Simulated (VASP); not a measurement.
Here is a VASP 6.6.1 calculation.

The input INCAR:

```
SYSTEM = Pd
  PREC = Accurate
  ENCUT = 520
  EDIFF = 1E-6
  ISMEAR = 1
  SIGMA = 0.1
  LREAL = .FALSE.
  LASPH = .TRUE.
  NELM = 80
  ALGO = Normal
  ISIF = 2
  LWAVE = .FALSE.
  LCHARG = .TRUE.
  GGA = CA
  LELF = .TRUE.
  LVHAR = .TRUE.
  NBANDS = 11
```

File KPOINTS:

```
Automatic mesh
0
G
  24 24 24
  0 0 0
```

Contents of POSCAR:

```
Pd
1.0
    0.0000000000      1.9193523317      1.9193523317
    1.9193523317      0.0000000000      1.9193523317
    1.9193523317      1.9193523317      0.0000000000
Pd
1
Direct
    0.0000000000      0.0000000000      0.0000000000
```

Potentials or basis: VASP PAW LDA potentials, release 64 (Pd).

The run is started by

```bash
$ cat potpaw_LDA.64/Pd/POTCAR > POTCAR
$ mpirun -np 1 vasp_std > vasp.out
```

(1) Estimate the pressure.

(2) Predict the band gap on the k mesh.

## Answers

(1) 0.3 GPa.

(2) zero (bands 5 and 6 overlap by 1.71 eV).
